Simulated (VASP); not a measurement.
# Ta (Fm-3m) in VASP: further runs, part 2 of 2

VASP 6.6.1.

### 4 Relaxation of cell and atoms, PBE, target pressure 54 GPa, at which the enthalpy is minimised

This run uses another cell than the first one, of 15.46 Å³/atom, 0.820 times its volume.

Contents of INCAR:

```
SYSTEM = Ta
PREC     = Accurate       ! precision mode
ENCUT    = 600            ! plane-wave cutoff, eV
EDIFF    = 1E-6           ! SCF threshold, eV
ISMEAR   = -1             ! smearing method
SIGMA    = 0.08           ! smearing width, eV
LREAL    = .FALSE.        ! projectors in reciprocal space
LASPH    = .TRUE.         ! aspherical terms in the spheres
NELM     = 100            ! most SCF steps
ALGO     = Normal         ! electronic algorithm
ISIF     = 3              ! what is computed and relaxed
LWAVE    = .FALSE.        ! write WAVECAR
LCHARG   = .FALSE.        ! write CHGCAR
GGA      = PE             ! functional
IBRION   = 2              ! ionic algorithm
NSW      = 32             ! ionic steps
EDIFFG   = -0.005         ! ionic threshold
PSTRESS  = 540.0
```

Contents of KPOINTS:

```
Automatic mesh
0
G
  17 17 17
  0 0 0
```

Contents of POSCAR:

```
Ta
1.0
    0.0000000000      1.9771339765      1.9771339765
    1.9771339765      0.0000000000      1.9771339765
    1.9771339765      1.9771339765      0.0000000000
Ta
1
Direct
    0.0000000000      0.0000000000      0.0000000000
```

Potentials or basis: VASP PAW PBE potentials, release 64 (Ta_pv).

Launch:

```sh
$ cat potpaw_PBE.64/Ta_pv/POTCAR > POTCAR
$ mpirun -np 1 vasp_std > vasp.out
```

OUTCAR:

```text
SYSTEM = Ta
   PREC = Accurate
   ENCUT = 600
   EDIFF = 1E-6
   ISMEAR = -1
   LREAL = .FALSE.
   LASPH = .TRUE.
   NELM = 100
   ISIF = 3
   GGA = PE
   IBRION = 2
   NSW = 32
   EDIFFG = -0.005
   PSTRESS = 540.0

 ion  position               nearest neighbor table
   1  0.000  0.000  0.000-

  LATTYP: Found a face centered cubic cell.
 ALAT       =     3.9542679530

  Lattice vectors:

 A1 = (   0.0000000000,   1.9771339765,   1.9771339765)
 A2 = (   1.9771339765,   0.0000000000,   1.9771339765)
 A3 = (   1.9771339765,   1.9771339765,   0.0000000000)

Analysis of symmetry for initial positions (statically):
=====================================================================
 Subroutine PRICEL returns:
 Original cell was already a primitive cell.
[... 248 lines left out ...]
  free energy    TOTEN  =       -11.10115881 eV

  energy without entropy =      -11.07887691  energy(sigma->0) =      -11.09001786

 E-fermi :   7.2668     XC(G=0): -13.4155

 val. band max:        7.2509148744   @ k =  -0.4118   0.2353   0.1176
 cond. band min:       7.2793240267   @ k =  -0.3529   0.1176   0.0000
 fundamental gap:      0.0284091524
 Fermi energy:         7.2668388712

 k-point     1 :       0.0000    0.0000    0.0000
  band No.  band energies     occupation
      1     -25.6663      2.00000
      2     -25.6663      2.00000
      3     -25.6663      2.00000
      4      -1.6731      2.00000
      5       7.5523      0.05486
      6       7.5523      0.05486
      7       7.5523      0.05486
      8      11.4358      0.00000
      9      11.4358      0.00000
[... 265 lines left out ...]
 k-point    24 :      -0.1176    0.0588    0.0000
  band No.  band energies     occupation
      1     -26.0628      2.00000
      2     -25.7638      2.00000
      3     -25.6960      2.00000
      4      -0.6087      2.00000
      5       6.7201      1.99785
      6       8.0131      0.00018
      7       8.0217      0.00016
      8      10.6023      0.00000
      9      11.4358      0.00000

 [... further k-points ...]
[... 5 lines left out ...]
  --------------------------------------------------------------------------------------
  -------------------------------------------------------------------------------------
  Total        5.2177270      5.2177270      5.2177270      0.0000000      0.0000000     -0.0000000
  in kB      540.0759817    540.0759817    540.0759817      0.0000000      0.0000000     -0.0000000
  external PRESSURE =       0.0759817 kB  Pullay stress =     540.0000000 kB
[... 20 lines left out ...]
  energy  without entropy=      -11.0788769114  energy(sigma->0) =      -11.09001786

  enthalpy is  TOTEN    =        -5.8841658970 eV   P V=        5.2169929082

 reached required accuracy - stopping structural energy minimisation
```

OSZICAR:

```text
N       E                     dE             d eps       ncg     rms          rms(c)
DAV:   1     0.540404168510E+02    0.54040E+02   -0.72533E+03  2970   0.135E+03
DAV:   2    -0.107488415931E+02   -0.64789E+02   -0.63658E+02  3753   0.272E+02
DAV:   3    -0.114627839676E+02   -0.71394E+00   -0.70085E+00  3514   0.281E+01
[... 17 lines left out ...]
DAV:   1    -0.111031597315E+02    0.28209E-01   -0.70231E-02  3025   0.401E+00    0.470E-01
DAV:   2    -0.111015404283E+02    0.16193E-02   -0.20723E-03  3042   0.608E-01    0.165E-01
DAV:   3    -0.111011464147E+02    0.39401E-03   -0.12390E-03  3105   0.452E-01    0.583E-02
DAV:   4    -0.111011586107E+02   -0.12196E-04   -0.15854E-05  3332   0.472E-02    0.579E-03
DAV:   5    -0.111011588052E+02   -0.19448E-06   -0.12669E-06  1998   0.140E-02
   3 F= -.58841659E+01 E0= -.58730250E+01  d E =-.338146E-04
```

CONTCAR:

```text
Ta
   1.00000000000000
     0.0000000000000000    1.9780428303209263    1.9780428303209263
     1.9780428303209263    0.0000000000000000    1.9780428303209263
     1.9780428303209263    1.9780428303209263   -0.0000000000000000
  Ta
     1
Direct
     0.0000000000000000    0.0000000000000000    0.0000000000000000

  0.00000000E+00  0.00000000E+00  0.00000000E+00
```

Wall time 24 s (1 thread of Intel Xeon Platinum 8375C at 2.90GHz (Ice Lake), shared host); peak memory 0.16 GiB.

What came out:

| Property | Result |
| --- | --- |
| Free energy | -11.1012 eV |
| Relaxed volume | 15.48 Å³/atom |
| Relaxed cell | a = 2.797 Å, b = 2.797 Å, c = 2.797 Å, α = 60.00°, β = 60.00°, γ = 60.00° |
| Space group after relaxing (to 0.05 Å) | Fm-3m (No. 225) |
| Energy change on relaxing (the enthalpy is what falls) | -7.2 meV/atom |
| Ionic steps | 3 |
| Pressure after relaxing | 54.0 GPa |

The path:
```csv
step,energy change (eV),largest force (eV/Å),pressure (GPa),volume (Å³)
1,0.0000,0.0000,54.52,15.46
2,-0.0374,0.0000,51.84,15.57
3,-0.0072,0.0000,54.01,15.48
```

Final structure:
```
CELL_PARAMETERS angstrom
0.00000 1.97804 1.97804
1.97804 0.00000 1.97804
1.97804 1.97804 0.00000
ATOMIC_POSITIONS crystal
Ta 0.00000 0.00000 0.00000
```

Levels at points of the mesh, in eV from the Fermi level:
| k point | band 1 | band 2 | band 3 | band 4 | band 5 | band 6 | band 7 | band 8 | band 9 |
| --- | --- | --- | --- | --- | --- | --- | --- | --- | --- |
| (0.00, 0.00, 0.00) | -32.93 | -32.93 | -32.93 | -8.94 | 0.29 | 0.29 | 0.29 | 4.17 | 4.17 |

Caveat: the cell is relaxed towards a set pressure, so the enthalpy falls and the energy may rise; spin-orbit coupling is left out, which moves the levels of the heavy elements.

### 5 Relaxation of cell and atoms, PBE

This run uses another cell than the first one, of 18.32 Å³/atom, 0.972 times its volume.

Contents of INCAR:

```
SYSTEM = Ta
  PREC = Accurate
  ENCUT = 600
  EDIFF = 1E-7
  ISMEAR = -1
  SIGMA = 0.08
  LREAL = .FALSE.
  LASPH = .TRUE.
  NELM = 100
  ALGO = Normal
  ISIF = 3
  LWAVE = .FALSE.
  LCHARG = .FALSE.
  GGA = PE
  IBRION = 2
  NSW = 60
  EDIFFG = -0.005
```

Contents of KPOINTS:

```
regular mesh
0
G
  16 16 16
  0 0 0
```

Contents of POSCAR:

```
Ta
1.0
    0.0000000000      2.0923759827      2.0923759827
    2.0923759827      0.0000000000      2.0923759827
    2.0923759827      2.0923759827      0.0000000000
Ta
1
Direct
    0.0000000000      0.0000000000      0.0000000000
```

Launch:

```sh
$ cat potpaw_PBE.64/Ta_pv/POTCAR > POTCAR
$ mpirun -np 1 vasp_std > vasp.out
```

It took 57 s on 1 thread of Intel Xeon Platinum 8375C at 2.90GHz (Ice Lake), shared host; peak memory 0.17 GiB.

It converged, with:

* Free energy: -11.5875 eV
* Relaxed volume: 18.85 Å³/atom
* Relaxed cell: a = 2.987 Å, b = 2.987 Å, c = 2.987 Å, α = 60.00°, β = 60.00°, γ = 60.00°
* Space group after relaxing (to 0.05 Å): Fm-3m (No. 225)
* Energy gained by relaxing: 9.3 meV/atom
* Ionic steps: 4
* Pressure after relaxing: 0.0 GPa

Step by step:
```csv
step,energy change (eV),largest force (eV/Å),pressure (GPa),volume (Å³)
1,0.0000,0.0000,5.77,18.32
2,0.0375,0.0000,-11.14,20.13
3,-0.0093,0.0000,-0.12,18.86
4,-0.0093,0.0000,0.00,18.85
```

Final structure:
```
Ta
1.0
     0.00000    2.11231    2.11231
     2.11231    0.00000    2.11231
     2.11231    2.11231    0.00000
Ta
1
Cartesian
  0.0000 0.0000 0.0000
```

Levels at points of the mesh, in eV from the Fermi level:
| k point | band 1 | band 2 | band 3 | band 4 | band 5 | band 6 | band 7 | band 8 | band 9 |
| --- | --- | --- | --- | --- | --- | --- | --- | --- | --- |
| (0.00, 0.00, 0.00) | -33.64 | -33.64 | -33.64 | -8.11 | 0.45 | 0.45 | 0.45 | 3.43 | 3.43 |
| (0.50, 0.00, 0.00) | -34.64 | -33.78 | -33.78 | -4.60 | 0.23 | 0.23 | 0.67 | 5.75 | 5.75 |
| (0.50, 0.50, 0.00) | -34.58 | -34.00 | -34.00 | -4.36 | -3.32 | 2.87 | 5.74 | 6.43 | 6.43 |

Caveat: spin-orbit coupling is left out, which moves the levels of the heavy elements.

### 6 Single point, PBE (volume scaled by 0.82, to set the pressure)

Contents of INCAR:

```
  PREC = Accurate
  ENCUT = 500
  EDIFF = 1E-6
  ISMEAR = -1
  SIGMA = 0.08
  LREAL = F
  LASPH = T
  NELM = 120
  ALGO = Normal
  ISIF = 2
  LWAVE = F
  LCHARG = F
  GGA = PE
  NBANDS = 12
  GGA_COMPAT = F
```

Contents of KPOINTS:

```
Automatic mesh
0
Gamma
  17 17 17
```

Contents of POSCAR:

```
Ta
1.0
    0.0000000000      1.9769890640      1.9769890640
    1.9769890640      0.0000000000      1.9769890640
    1.9769890640      1.9769890640      0.0000000000
Ta
1
Direct
    0.0000000000      0.0000000000      0.0000000000
```

Potentials or basis: VASP PAW PBE potentials, release 64 (Ta_pv).

Launch:

```sh
$ cat potpaw_PBE.64/Ta_pv/POTCAR > POTCAR
$ mpirun -np 1 vasp_std > vasp.out
```

It took 31 s on 1 thread of Intel Xeon 8259CL, shared host; peak memory 0.14 GiB.

Results (log left out):

| Property | Result |
| --- | --- |
| Free energy | -11.0924 eV |
| Pressure | 54.6 GPa |

Levels at points of the mesh, in eV from the Fermi level:
```tsv
k point	band 1	band 2	band 3	band 4	band 5	band 6	band 7	band 8	band 9	band 10
(0.00, 0.00, 0.00)	-32.93	-32.93	-32.93	-8.95	0.28	0.28	0.28	4.17	4.17	12.98
```

Caveat: the cell differs from its parent crystal (volume scaled by 0.82, to set the pressure); spin-orbit coupling is left out, which moves the levels of the heavy elements.

### 7 Overview

| task | cell | k mesh | cutoff (eV) | gap on the mesh (eV) | pressure (GPa) |
| --- | --- | --- | --- | --- | --- |
| single point | a = 2.987 Å, angles 60.0°, 1 atom | 16 × 16 × 16 | 520 | none | 0.0 |
| relaxation of cell and atoms | relaxed to 54 GPa from a = 2.796 Å, angles 60.0°, 1 atom | 17 × 17 × 17 | 600 | none | 54.0 |
| relaxation of cell and atoms | relaxed from a = 2.959 Å, angles 60.0°, 1 atom | 16 × 16 × 16 | 600 | none | 0.0 |
| single point | a = 2.796 Å, angles 60.0°, 1 atom | 17 × 17 × 17 | 500 | none | 54.6 |

Alike in all rows: level PBE; potentials or basis VASP PAW PBE potentials, release 64 (Ta_pv); no spin polarisation; smearing fermi-dirac 0.08 eV.

Caveats: spin-orbit coupling is left out, which moves the levels of the heavy elements; the cell is relaxed towards a set pressure, so the enthalpy falls and the energy may rise (some runs).

Absolute energies hang on the potentials; compare differences alone.
